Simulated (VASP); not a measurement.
# Si (P6/mmm) in VASP: further runs

Runs on Si. Level: r2SCAN. Tasks: single point.

Program: VASP 6.6.1. These are calculated values, not measurements. Logs are shortened: lines on timing, memory, paths and dates and some standing lists are left out, and cuts for length are marked.

## 1. The cell of the first run

The structure is hexagonal, space group P6/mmm (No. 191). The conventional cell has a = 4.546 Å, b = 4.546 Å, c = 2.606 Å, α = 90.00°, β = 90.00°, γ = 120.00°. Si (site symmetry 6/mmm) has 14 Si at 2.61 to 2.93 Å within 3.4 Å. Within 3.4 Å of Si (site symmetry -6m2) lie 11 Si at 2.61 to 2.93 Å.

This isn't the form of Si at room conditions, which is diamond.

## 2. Single point, r2SCAN (15.55 Å³/atom)

Input file POSCAR:

```
Si
1.0
    4.5462765152      0.0000000000      0.0000000000
   -2.2731382576      3.9371909548      0.0000000000
    0.0000000000      0.0000000000      2.6062629933
Si
3
Direct
    0.0000000000      0.0000000000      0.0000000000
    0.3333333333      0.6666666667      0.5000000000
    0.6666666667      0.3333333333      0.5000000000
```

Input file INCAR.step1:

```
ALGO     = Normal         # electronic algorithm
EDIFF    = 1E-5           # SCF threshold, eV
ENCUT    = 550            # plane-wave cutoff, eV
GGA      = PE             # functional
GGA_COMPAT= False        
ISMEAR   = -1             # smearing method
LASPH    = True           # aspherical terms in the spheres
LCHARG   = False          # write CHGCAR
LREAL    = False          # projectors in reciprocal space
LWAVE    = True           # write WAVECAR
NBANDS   = 13             # bands
NELM     = 120            # most SCF steps
PREC     = Accurate       # precision mode
SIGMA    = 0.1            # smearing width, eV
```

Input file INCAR.step2:

```
ALGO     = Normal         # electronic algorithm
EDIFF    = 1E-6           # SCF threshold, eV
ENCUT    = 550            # plane-wave cutoff, eV
GGA_COMPAT= False        
ISIF     = 2              # what is computed and relaxed
ISMEAR   = -1             # smearing method
ISTART   = 1            
LASPH    = True           # aspherical terms in the spheres
LCHARG   = False          # write CHGCAR
LMIXTAU  = True         
LREAL    = False          # projectors in reciprocal space
LWAVE    = False          # write WAVECAR
METAGGA  = R2SCAN         # meta-GGA
NBANDS   = 13             # bands
NELM     = 120            # most SCF steps
PREC     = Accurate       # precision mode
SIGMA    = 0.1            # smearing width, eV
```

Input file KPOINTS:

```
k-points
0
Gamma
  9 9 14
```

Potentials or basis: VASP PAW PBE potentials, release 64 (Si).

Run with:

```bash
> cat potpaw_PBE.64/Si/POTCAR > POTCAR
> cp INCAR.step1 INCAR
> mpirun -np 1 vasp_std > vasp.out
> cp INCAR.step2 INCAR
> mpirun -np 1 vasp_std > vasp.out
```

OUTCAR:

```text
EDIFF = 1E-6
   ENCUT = 550
   ISIF = 2
   ISMEAR = -1
   ISTART = 1
   LASPH = True
   LREAL = False
   METAGGA = R2SCAN
   NELM = 120
   PREC = Accurate

 ion  position               nearest neighbor table
   1  0.000  0.000  0.000-   2 2.93   3 2.93   2 2.93   3 2.93   3 2.93   3 2.93   2 2.93   2 2.93
                             3 2.93   3 2.93   2 2.93   2 2.93
   2  0.333  0.667  0.500-   3 2.62   3 2.62   3 2.62   1 2.93   1 2.93   1 2.93   1 2.93   1 2.93
                             1 2.93
   3  0.667  0.333  0.500-   2 2.62   2 2.62   2 2.62   1 2.93   1 2.93   1 2.93   1 2.93   1 2.93
                             1 2.93

  LATTYP: Found a hexagonal cell.
 ALAT       =     4.5462765152
 C/A-ratio  =     0.5732741914

  Lattice vectors:

 A1 = (   4.5462765152,   0.0000000000,   0.0000000000)
 A2 = (  -2.2731382576,   3.9371909548,   0.0000000000)
 A3 = (   0.0000000000,   0.0000000000,   2.6062629933)

Analysis of symmetry for initial positions (statically):
=====================================================================
 Subroutine PRICEL returns:
 Original cell was already a primitive cell.

 Routine SETGRP: Setting up the symmetry group for a
 hexagonal supercell.

 Subroutine GETGRP returns: Found 24 space group operations
 (whereof 24 operations were pure point group operations)
 out of a pool of 24 trial point group operations.

The static configuration has the point symmetry D_6h.

Analysis of symmetry for dynamics (positions and initial velocities):
=====================================================================
 Subroutine PRICEL returns:
 Original cell was already a primitive cell.

 Routine SETGRP: Setting up the symmetry group for a
 hexagonal supercell.

 Subroutine GETGRP returns: Found 24 space group operations
 (whereof 24 operations were pure point group operations)
 out of a pool of 24 trial point group operations.

The dynamic configuration has the point symmetry D_6h.

 Subroutine INISYM returns: Found 24 space group operations
 (whereof 24 operations are pure point group operations),
 and found     1 'primitive' translations

----------------------------------------------------------------------------------------

                                     Primitive cell

  volume of cell :      46.6510

  direct lattice vectors                    reciprocal lattice vectors
     4.546276515  0.000000000  0.000000000     0.219960224  0.126994094  0.000000000
    -2.273138258  3.937190955  0.000000000     0.000000000  0.253988189  0.000000000
     0.000000000  0.000000000  2.606262993     0.000000000  0.000000000  0.383691133

  length of vectors
     4.546276515  4.546276515  2.606262993     0.253988189  0.253988189  0.383691133

  position of ions in fractional coordinates (direct lattice)
     0.000000000  0.000000000  0.000000000
     0.333333333  0.666666667  0.500000000
     0.666666667  0.333333333  0.500000000

  ion indices of the primitive-cell ions
   primitive index   ion index
                 1           1
                 2           2
                 3           3

----------------------------------------------------------------------------------------

 KPOINTS: k-points

Automatic generation of k-mesh.
 Grid dimensions read from file:
 generate k-points for:    9    9   14

 Generating k-lattice:

  Cartesian coordinates                     Fractional coordinates (reciprocal lattice)
     0.024440025  0.014110455  0.000000000     0.111111111 -0.000000000  0.000000000
     0.000000000  0.028220910  0.000000000     0.000000000  0.111111111  0.000000000
     0.000000000  0.000000000  0.027406509     0.000000000  0.000000000  0.071428571

  Length of vectors
     0.028220910  0.028220910  0.027406509

  Shift w.r.t. Gamma in fractional coordinates (k-lattice)
     0.000000000  0.000000000  0.000000000

 Subroutine IBZKPT returns following result:
 ===========================================

 Found     96 irreducible k-points:

 Following reciprocal coordinates:
            Coordinates               Weight
  0.000000  0.000000  0.000000      1.000000
  0.111111  0.000000  0.000000      6.000000
  0.222222  0.000000  0.000000      6.000000
  0.333333  0.000000  0.000000      6.000000
  0.444444  0.000000  0.000000      6.000000
  0.111111  0.111111  0.000000      6.000000
[... 16 lines left out ...]
  0.333333  0.222222  0.071429     24.000000
  0.333333  0.333333  0.071429      4.000000
 [... further k-points ...]
   k-points           NKPTS =     96   k-points in BZ     NKDIM =     96   number of bands    NBANDS=     13
   number of dos      NEDOS =    301   number of ions     NIONS =      3
   total plane-waves  NPLWV =  25920
   dimension x,y,z NGX =    36 NGY =   36 NGZ =   20
   dimension x,y,z NGXF=    72 NGYF=   72 NGZF=   40
   ions per type =               3
   NGX,Y,Z   is equivalent  to a cutoff of  13.16, 13.16, 12.76 a.u.
   NGXF,Y,Z  is equivalent  to a cutoff of  26.33, 26.33, 25.51 a.u.
[... 33 lines left out ...]
  Thomas-Fermi vector in A             =   2.175762
   LORBIT       =      0    0 simple, 1 ext, 2 COOP (PROOUT), +10 PAW based schemes
   METAGGA = R2SCAN    functional components
   LHFCALC =     F    Hartree Fock is set to
   AEXX    =    0.0000 exact exchange contribution
   IVDW    =     0    specifies the selected vdW correction
   LEPSILON=     F    determine dielectric tensor
   LRPA    =     F    only Hartree local field effects (RPA)
 non-spin polarized calculation
  energy-cutoff  :      550.00
  volume of cell :       46.65
 maximum number of plane-waves:      1389
 NGX is ok and might be reduce to    36
   NGX = 17   NGY = 17   NGZ =  9

 number of electron      11.9999999 magnetization

 Free energy of the ion-electron system (eV)
  ---------------------------------------------------
  ext. energy  EPLUGINS =         0.00000000
  ---------------------------------------------------
  free energy    TOTEN  =       -24.13347950 eV

  energy without entropy =      -24.09650527  energy(sigma->0) =      -24.11499238

 E-fermi :   9.1818     XC(G=0): -11.6267

 val. band max:        9.1548098496   @ k =   0.2222   0.1111   0.3571
 cond. band min:       9.2349561517   @ k =   0.2222   0.2222   0.4286
 fundamental gap:      0.0801463021
 Fermi energy:         9.1817654473

 k-point     1 :       0.0000    0.0000    0.0000
  band No.  band energies     occupation
      1      -5.4070      2.00000
      2       3.5060      2.00000
      3       3.6872      2.00000
      4       4.7393      2.00000
      5       4.7393      2.00000
      6       4.7646      2.00000
      7       4.7646      2.00000
      8      15.4271      0.00000
      9      17.0926      0.00000
     10      19.8677      0.00000
     11      19.8677      0.00000
     12      21.6878      0.00000
     13      21.7333      0.00000

 k-point     2 :       0.1111    0.0000    0.0000
  band No.  band energies     occupation
      1      -5.2842      2.00000
      2       2.2490      2.00000
      3       2.9569      2.00000
      4       3.8136      2.00000
      5       5.2581      2.00000
      6       5.9217      2.00000
      7       6.6648      2.00000
      8      15.5324      0.00000
      9      17.0691      0.00000
     10      18.6520      0.00000
     11      19.0549      0.00000
     12      21.3262      0.00000
     13      21.5713      0.00000

 k-point     3 :       0.2222    0.0000    0.0000
  band No.  band energies     occupation
      1      -4.9160      2.00000
      2       0.5148      2.00000
      3       2.2752      2.00000
      4       3.1086      2.00000
      5       6.5925      2.00000
      6       7.3192      2.00000
      7       9.0315      1.63588
      8      15.8477      0.00000
      9      16.0340      0.00000
     10      17.1622      0.00000
     11      17.7944      0.00000
     12      20.2898      0.00000
     13      21.1662      0.00000
[... 305 lines left out ...]
 k-point    23 :       0.3333    0.2222    0.0714
  band No.  band energies     occupation
      1      -2.9727      2.00000
      2      -1.8808      2.00000
      3      -0.7989      2.00000
      4       5.6501      2.00000
      5       7.7143      2.00000
      6       9.7508      0.00674
      7      13.5905      0.00000
      8      14.2667      0.00000
      9      15.1833      0.00000
     10      15.5947      0.00000
     11      16.5713      0.00000
     12      17.6061      0.00000
     13      18.6008      0.00000

 k-point    24 :       0.3333    0.3333    0.0714
  band No.  band energies     occupation
      1      -2.0918      2.00000
      2      -1.9568      2.00000
      3      -1.9568      2.00000
      4       7.4850      2.00000
      5       7.6649      2.00000
      6       7.6649      2.00000
      7      14.8773      0.00000
      8      14.8773      0.00000
      9      15.9536      0.00000
     10      16.1392      0.00000
     11      16.6768      0.00000
     12      16.6768      0.00000
     13      18.1704      0.00000

 [... further k-points ...]

------------------------ aborting loop because EDIFF is reached ----------------------------------------

  FORCE on cell =-STRESS in cart. coord.  units (eV):
  Direction    XX          YY          ZZ          XY          YZ          ZX
  --------------------------------------------------------------------------------------
  -------------------------------------------------------------------------------------
  Total       -1.9001990     -1.9001990     -1.5143135     -0.0000000     -0.0000000      0.0000000
  in kB      -65.2603049    -65.2603049    -52.0074807     -0.0000000     -0.0000000      0.0000000
  external PRESSURE =     -60.8426969 kB  Pullay stress =       0.0000000 kB

 VOLUME and BASIS-vectors are now :
 -----------------------------------------------------------------------------
  energy-cutoff  :      550.00
  volume of cell :       46.65
      direct lattice vectors                 reciprocal lattice vectors
     4.546276515  0.000000000  0.000000000     0.219960224  0.126994094  0.000000000
    -2.273138258  3.937190955  0.000000000     0.000000000  0.253988189  0.000000000
     0.000000000  0.000000000  2.606262993     0.000000000  0.000000000  0.383691133

 POSITION                                       TOTAL-FORCE (eV/Angst)
 -----------------------------------------------------------------------------------
      0.00000      0.00000      0.00000        -0.000000     -0.000000      0.000000
     -0.00000      2.62479      1.30313         0.000000     -0.000000      0.000000
      2.27314      1.31240      1.30313        -0.000000      0.000000     -0.000000
 -----------------------------------------------------------------------------------
    total drift:                                0.000000     -0.000000     -0.000000

  FREE ENERGIE OF THE ION-ELECTRON SYSTEM (eV)
  ---------------------------------------------------
  free  energy   TOTEN  =       -24.1334795030 eV

  energy  without entropy=      -24.0965052654  energy(sigma->0) =      -24.11499238
```

It took 3 min on 1 thread of Intel Xeon 8259CL, shared host; peak memory 0.19 GiB.

What came out:

```
Free energy            : -24.1335 eV
Pressure               : -6.1 GPa
Band gap on the k mesh : zero (bands 6 and 7 overlap by 7.14 eV)
```

Stress tensor (GPa, compression positive):
```
-6.53  0.00  0.00
 0.00 -6.53  0.00
 0.00  0.00 -5.20
```

Caveat: the cell stands under tension; the PAW data sets were made with another functional, which shifts forces and pressure a little.

## 3. Single point, r2SCAN (16.13 Å³/atom)

This run uses another cell than the first one, of 16.13 Å³/atom.

Input file POSCAR:

```
Si
1.0
    4.6017243764      0.0000000000      0.0000000000
   -2.3008621882      3.9852102111      0.0000000000
    0.0000000000      0.0000000000      2.6380498211
Si
3
Direct
    0.0000000000      0.0000000000      0.0000000000
    0.3333333333      0.6666666667      0.5000000000
    0.6666666667      0.3333333333      0.5000000000
```

Input file INCAR.step1:

```
SYSTEM = Si
PREC     = Accurate       ! precision mode
ENCUT    = 550            ! plane-wave cutoff, eV
ISMEAR   = -1             ! smearing method
SIGMA    = 0.1            ! smearing width, eV
LREAL    = .False.        ! projectors in reciprocal space
LASPH    = .True.         ! aspherical terms in the spheres
NELM     = 120            ! most SCF steps
NBANDS   = 13             ! bands
GGA      = PE             ! functional
ALGO     = Normal         ! electronic algorithm
EDIFF    = 1E-5           ! SCF threshold, eV
LWAVE    = .True.         ! write WAVECAR
LCHARG   = .False.        ! write CHGCAR
GGA_COMPAT= .False.
```

Input file INCAR.step2:

```
SYSTEM = Si
PREC     = Accurate       ! precision mode
ENCUT    = 550            ! plane-wave cutoff, eV
EDIFF    = 1E-6           ! SCF threshold, eV
ISMEAR   = -1             ! smearing method
SIGMA    = 0.1            ! smearing width, eV
LREAL    = .False.        ! projectors in reciprocal space
LASPH    = .True.         ! aspherical terms in the spheres
NELM     = 120            ! most SCF steps
ALGO     = Normal         ! electronic algorithm
ISIF     = 2              ! what is computed and relaxed
LWAVE    = .False.        ! write WAVECAR
LCHARG   = .False.        ! write CHGCAR
METAGGA  = R2SCAN         ! meta-GGA
LMIXTAU  = .True.       
NBANDS   = 13             ! bands
ISTART   = 1            
GGA_COMPAT= .False.
```

Input file KPOINTS:

```
regular mesh
0
Gamma
  9 9 14
  0 0 0
```

Potentials or basis: VASP PAW PBE potentials, release 64 (Si).

Run with:

```bash
> cat potpaw_PBE.64/Si/POTCAR > POTCAR
> cp INCAR.step1 INCAR
> mpirun -np 1 vasp_std > vasp.out
> cp INCAR.step2 INCAR
> mpirun -np 1 vasp_std > vasp.out
```

Wall time 3.2 min (1 thread of Intel Xeon 8259CL, shared host); peak memory 0.19 GiB.

It converged, with:

```yaml
Free_energy: -24.0561 eV
Pressure: -8.2 GPa
Band_gap_on_the_k_mesh: zero (bands 6 and 7 overlap by 6.88 eV)
```

Stress tensor (GPa, compression positive):
```
-8.53  0.00  0.00
 0.00 -8.53  0.00
 0.00  0.00 -7.58
```

Levels at points of the mesh, in eV from the Fermi level:
| k point | band 3 | band 4 | band 5 | band 6 | band 7 | band 8 | band 9 | band 10 |
| --- | --- | --- | --- | --- | --- | --- | --- | --- |
| (0.00, 0.00, 0.00) | -5.53 | -4.27 | -4.27 | -4.24 | -4.24 | 6.04 | 7.82 | 10.24 |
| (0.00, 0.00, 0.50) | -0.96 | -0.88 | -0.62 | -0.62 | -0.17 | 0.48 | 0.95 | 0.95 |

Caveat: the cell stands under tension; the PAW data sets were made with another functional, which shifts forces and pressure a little.

## 4. Single point, r2SCAN

This run uses another cell than the first one, of 14.40 Å³/atom.

Input file POSCAR:

```
Si
1.0
    4.4311310577      0.0000000000      0.0000000000
   -2.2155655289      3.8374720635      0.0000000000
    0.0000000000      0.0000000000      2.5402530743
Si
3
Direct
    0.0000000000      0.0000000000      0.0000000000
    0.3333333333      0.6666666667      0.5000000000
    0.6666666667      0.3333333333      0.5000000000
```

Input file INCAR.step1:

```
PREC     = Accurate       # precision mode
ENCUT    = 550            # plane-wave cutoff, eV
ISMEAR   = -1             # smearing method
SIGMA    = 0.1            # smearing width, eV
LREAL    = False          # projectors in reciprocal space
LASPH    = True           # aspherical terms in the spheres
NELM     = 120            # most SCF steps
NBANDS   = 13             # bands
GGA      = PE             # functional
ALGO     = Normal         # electronic algorithm
EDIFF    = 1E-5           # SCF threshold, eV
LWAVE    = True           # write WAVECAR
LCHARG   = False          # write CHGCAR
GGA_COMPAT= False
```

Input file INCAR.step2:

```
PREC     = Accurate       # precision mode
ENCUT    = 550            # plane-wave cutoff, eV
EDIFF    = 1E-6           # SCF threshold, eV
ISMEAR   = -1             # smearing method
SIGMA    = 0.1            # smearing width, eV
LREAL    = False          # projectors in reciprocal space
LASPH    = True           # aspherical terms in the spheres
NELM     = 120            # most SCF steps
ALGO     = Normal         # electronic algorithm
ISIF     = 2              # what is computed and relaxed
LWAVE    = False          # write WAVECAR
LCHARG   = False          # write CHGCAR
METAGGA  = R2SCAN         # meta-GGA
LMIXTAU  = True         
NBANDS   = 13             # bands
ISTART   = 1            
GGA_COMPAT= False
```

Input file KPOINTS:

```
regular mesh
0
Gamma
  11 11 16
```

Run with:

```bash
> cat potpaw_PBE.64/Si/POTCAR > POTCAR
> cp INCAR.step1 INCAR
> mpirun -np 1 vasp_std > vasp.out
> cp INCAR.step2 INCAR
> mpirun -np 1 vasp_std > vasp.out
```

It took 4.3 min on 1 thread of Intel Xeon 8259CL, shared host; peak memory 0.2 GiB.

It converged, with:

| Property | Result |
| --- | --- |
| Free energy | -24.1937 eV |
| Pressure | 0.0 GPa |
| Band gap on the k mesh | zero (bands 6 and 7 overlap by 7.62 eV) |

Stress tensor (GPa, compression positive):
```
 0.32  0.00  0.00
 0.00  0.32  0.00
 0.00  0.00 -0.66
```

Levels at points of the mesh, in eV from the Fermi level:
```
           k point  band 4  band 5  band 6  band 7  band 8  band 9
(0.00, 0.00, 0.00)   -4.84   -4.84   -4.81   -4.81    6.70    8.12
(0.00, 0.00, 0.50)   -0.68   -0.68   -0.61    0.57    0.90    0.90
```

Caveat: the PAW data sets were made with another functional, which shifts forces and pressure a little.

## 5. The runs side by side

| cell | k mesh | gap on the mesh (eV) | pressure (GPa) |
| --- | --- | --- | --- |
| a = 4.546, b = 4.546, c = 2.606 Å, angles 90.0, 90.0, 120.0°, 3 atoms | 9 × 9 × 14 | none | -6.1 |
| a = 4.602, b = 4.602, c = 2.638 Å, angles 90.0, 90.0, 120.0°, 3 atoms | 9 × 9 × 14 | none | -8.2 |
| a = 4.431, b = 4.431, c = 2.540 Å, angles 90.0, 90.0, 120.0°, 3 atoms | 11 × 11 × 16 | none | 0.0 |

Alike in all rows: task single point; level r2SCAN; potentials or basis VASP PAW PBE potentials, release 64 (Si); no spin polarisation; cutoff (eV) 550; smearing fermi-dirac 0.1 eV.

Caveats: the PAW data sets were made with another functional, which shifts forces and pressure a little; the cell stands under tension (at least some runs).

Absolute energies hang on the potentials; compare differences alone.
